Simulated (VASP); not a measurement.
# W (I4/mmm) in VASP: notebook, part 2 of 2

VASP 6.6.1. Earlier steps stand in the parts before.

**3. Single point, PBEsol (16.83 Å³/atom)**

The input, INCAR:

```
SYSTEM = W
PREC = Accurate
ENCUT = 500
EDIFF = 1E-6
ISMEAR = 0
SIGMA = 0.15
LREAL = .False.
LASPH = .True.
NELM = 120
ALGO = Normal
ISIF = 2
LWAVE = .False.
LCHARG = .True.
GGA = PS
LELF = .True.
LVHAR = .True.
NBANDS = 13
GGA_COMPAT = .False.
```

The input, KPOINTS:

```
regular mesh
0
Gamma
  22 22 22
  0 0 0
```

The input, POSCAR:

```
W
1.0
    0.0000000000      2.0870677800      1.9319986440
    2.0870677800      0.0000000000      1.9319986440
    2.0870677800      2.0870677800      0.0000000000
W
1
Direct
    0.0000000000      0.0000000000      0.0000000000
```

Potentials or basis: VASP PAW PBE potentials, release 64 (W_sv).

Run with:

```bash
cat potpaw_PBE.64/W_sv/POTCAR > POTCAR
mpirun -np 1 vasp_std > vasp.out
```

OUTCAR:

```text
SYSTEM = W
   PREC = Accurate
   ENCUT = 500
   EDIFF = 1E-6
   ISMEAR = 0
   LREAL = .False.
   LASPH = .True.
   NELM = 120
   ISIF = 2
   GGA = PS

 ion  position               nearest neighbor table
   1  0.000  0.000  0.000-

  LATTYP: Found a body centered tetragonal cell.
 ALAT       =     2.9515595601
 C/A-ratio  =     1.3091374947

  Lattice vectors:

 A1 = (   0.0000000000,  -2.0870677800,  -1.9319986440)
 A2 = (   0.0000000000,   2.0870677800,  -1.9319986440)
 A3 = (   2.0870677800,   0.0000000000,   1.9319986440)

Analysis of symmetry for initial positions (statically):
=====================================================================
 Subroutine PRICEL returns:
 Original cell was already a primitive cell.

 Routine SETGRP: Setting up the symmetry group for a
 body centered tetragonal supercell.

 Subroutine GETGRP returns: Found 16 space group operations
 (whereof 16 operations were pure point group operations)
 out of a pool of 16 trial point group operations.

[... 168 lines left out ...]
 k-point     1 :       0.0000    0.0000    0.0000
  band No.  band energies     occupation
      1     -63.7278      2.00000
      2     -27.3912      2.00000
      3     -27.3912      2.00000
      4     -27.3581      2.00000
      5       1.1057      2.00000
      6       9.1669      2.00000
      7       9.1669      2.00000
      8      10.1152      1.01254
      9      11.7130      0.00000
     10      13.0302      0.00000
     11      22.8675      0.00000
     12      27.0330      0.00000
     13      27.0330      0.00000
[... 354 lines left out ...]
  band No.  band energies     occupation
      1     -63.6320      2.00000
      2     -28.4214      2.00000
      3     -27.5906      2.00000
      4     -27.4748      2.00000
      5       4.5777      2.00000
      6       8.7592      2.00000
      7       9.5712      2.00000
      8      10.4887      0.00045
      9      14.6519      0.00000
     10      14.9709      0.00000
     11      20.0046      0.00000
     12      22.6270      0.00000
     13      28.2433      0.00000

 [... further k-points ...]

------------------------ aborting loop because EDIFF is reached ----------------------------------------

  FORCE on cell =-STRESS in cart. coord.  units (eV):
  Direction    XX          YY          ZZ          XY          YZ          ZX
  --------------------------------------------------------------------------------------
  -------------------------------------------------------------------------------------
  Total       -0.7528775     -0.7528775     -2.9056523      0.0000000      0.0000000     -0.0000000
  in kB      -71.6679531    -71.6679531   -276.5949906      0.0000000      0.0000000     -0.0000000
  external PRESSURE =    -139.9769656 kB  Pullay stress =       0.0000000 kB

 VOLUME and BASIS-vectors are now :
 -----------------------------------------------------------------------------
  energy-cutoff  :      500.00
  volume of cell :       16.83
      direct lattice vectors                 reciprocal lattice vectors
     0.000000000  2.087067780  1.931998644    -0.239570562  0.239570562  0.258799353
     2.087067780  0.000000000  1.931998644     0.239570562 -0.239570562  0.258799353
     2.087067780  2.087067780  0.000000000     0.239570562  0.239570562 -0.258799353

 POSITION                                       TOTAL-FORCE (eV/Angst)
 -----------------------------------------------------------------------------------
      0.00000      0.00000      0.00000         0.000000     -0.000000      0.000000
 -----------------------------------------------------------------------------------
    total drift:                               -0.000000      0.000000     -0.000000

  FREE ENERGIE OF THE ION-ELECTRON SYSTEM (eV)
  ---------------------------------------------------
  free  energy   TOTEN  =       -13.3404983864 eV

  energy  without entropy=      -13.3289762738  energy(sigma->0) =      -13.33473733
```

OSZICAR:

```text
N       E                     dE             d eps       ncg     rms          rms(c)
DAV:   1     0.815904079899E+02    0.81590E+02   -0.72790E+03 21781   0.118E+03
DAV:   2    -0.124350074898E+02   -0.94025E+02   -0.90521E+02 24234   0.308E+02
DAV:   3    -0.140618395645E+02   -0.16268E+01   -0.16200E+01 24144   0.393E+01
DAV:   4    -0.140689980298E+02   -0.71585E-02   -0.71582E-02 24174   0.287E+00
DAV:   5    -0.140690630597E+02   -0.65030E-04   -0.65030E-04 24414   0.258E-01    0.189E+01
DAV:   6    -0.134872451833E+02    0.58182E+00   -0.50504E-01 23134   0.911E+00    0.704E+00
DAV:   7    -0.133459082156E+02    0.14134E+00   -0.23374E-01 24469   0.573E+00    0.644E-01
DAV:   8    -0.133406192067E+02    0.52890E-02   -0.43836E-03 22019   0.869E-01    0.821E-02
DAV:   9    -0.133404949436E+02    0.12426E-03   -0.13780E-04 25932   0.124E-01    0.371E-02
DAV:  10    -0.133404982041E+02   -0.32605E-05   -0.60999E-06 23074   0.305E-02    0.378E-03
DAV:  11    -0.133404983864E+02   -0.18238E-06   -0.25894E-07 12647   0.554E-03
   1 F= -.13340498E+02 E0= -.13334737E+02  d E =-.115221E-01
```

stdout:

```text
POSCAR found type information on POSCAR W
 POSCAR found :  1 types and       1 ions
 scaLAPACK will be used
 -----------------------------------------------------------------------------
|                                                                             |
|                                                                             |
|     You enforced a specific xc type in the INCAR file but a different       |
|     I HOPE YOU KNOW WHAT YOU ARE DOING!                                     |
|                                                                             |
 -----------------------------------------------------------------------------

 LDA part: xc-table for (Slater+PW92), standard interpolation
 POSCAR, INCAR and KPOINTS ok, starting setup
 FFT: planning ... GRIDC
 FFT: planning ... GRID_SOFT
 FFT: planning ... GRID
 WAVECAR not read
 entering main loop
```

Wall time 2.4 min (1 thread of Intel Xeon 8259CL, shared host); peak memory 0.28 GiB.

Results:

```
Free energy            : -13.3405 eV
Pressure               : -14.0 GPa
Band gap on the k mesh : zero (bands 7 and 8 overlap by 4.42 eV)
```

Levels at points of the mesh, in eV from the Fermi level:
| k point | band 3 | band 4 | band 5 | band 6 | band 7 | band 8 | band 9 | band 10 | band 11 | band 12 |
| --- | --- | --- | --- | --- | --- | --- | --- | --- | --- | --- |
| (0.00, 0.00, 0.00) | -37.51 | -37.47 | -9.01 | -0.95 | -0.95 | 0.00 | 1.60 | 2.91 | 12.75 | 16.92 |
| (0.50, 0.00, 0.00) | -37.71 | -37.57 | -5.61 | -1.44 | -0.29 | 0.46 | 4.34 | 5.07 | 9.81 | 12.21 |
| (0.50, 0.50, 0.00) | -37.98 | -37.98 | -5.40 | -4.64 | 3.83 | 4.64 | 5.45 | 5.45 | 10.61 | 10.61 |
| (0.50, 0.00, 0.50) | -37.89 | -37.77 | -5.50 | -4.39 | 2.30 | 4.55 | 4.85 | 5.87 | 11.27 | 11.80 |

Caveat: the cell stands under tension; the PAW data sets were made with another functional, which shifts forces and pressure a little; spin-orbit coupling is left out, which moves the levels of the heavy elements.
